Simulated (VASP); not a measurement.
A run of VASP 6.6.1 is set up as follows.

Contents of POSCAR:

```
GaGe
1.0
    0.0000000000      2.8978440000      2.8978440000
    2.8978440000      0.0000000000      2.8978440000
    2.8978440000      2.8978440000      0.0000000000
Ge Ga
1 1
Direct
    0.0000000000      0.0000000000      0.0000000000
    0.2500000000      0.2500000000      0.2500000000
```

File INCAR.step1:

```
SYSTEM = GaGe
  PREC = Accurate
  ENCUT = 520
  ISMEAR = -1
  SIGMA = 0.05
  LREAL = .FALSE.
  LASPH = .TRUE.
  NELM = 60
  NBANDS = 20
  GGA = PE
  ALGO = Normal
  EDIFF = 1E-4
  LWAVE = .TRUE.
  LCHARG = .FALSE.
```

Contents of INCAR.step2:

```
SYSTEM = GaGe
  PREC = Accurate
  ENCUT = 520
  EDIFF = 1E-6
  ISMEAR = -1
  SIGMA = 0.05
  LREAL = .FALSE.
  LASPH = .TRUE.
  NELM = 60
  ALGO = Normal
  ISIF = 2
  LWAVE = .FALSE.
  LCHARG = .FALSE.
  METAGGA = R2SCAN
  LMIXTAU = .TRUE.
  NBANDS = 20
  ISTART = 1
```

The input KPOINTS:

```
regular mesh
0
G
  8 8 8
  0 0 0
```

Potentials or basis: VASP PAW PBE potentials, release 64 (Ge_d, Ga_d).

Run with:

```sh
$ cat potpaw_PBE.64/Ge_d/POTCAR potpaw_PBE.64/Ga_d/POTCAR > POTCAR
$ cp INCAR.step1 INCAR
$ mpirun -np 1 vasp_std > vasp.out
$ cp INCAR.step2 INCAR
$ mpirun -np 1 vasp_std > vasp.out
```

Problem. What does it give for the pressure?

Solution. -2.1 GPa.

Caveat: the PAW data sets were made with another functional, which shifts forces and pressure a little.
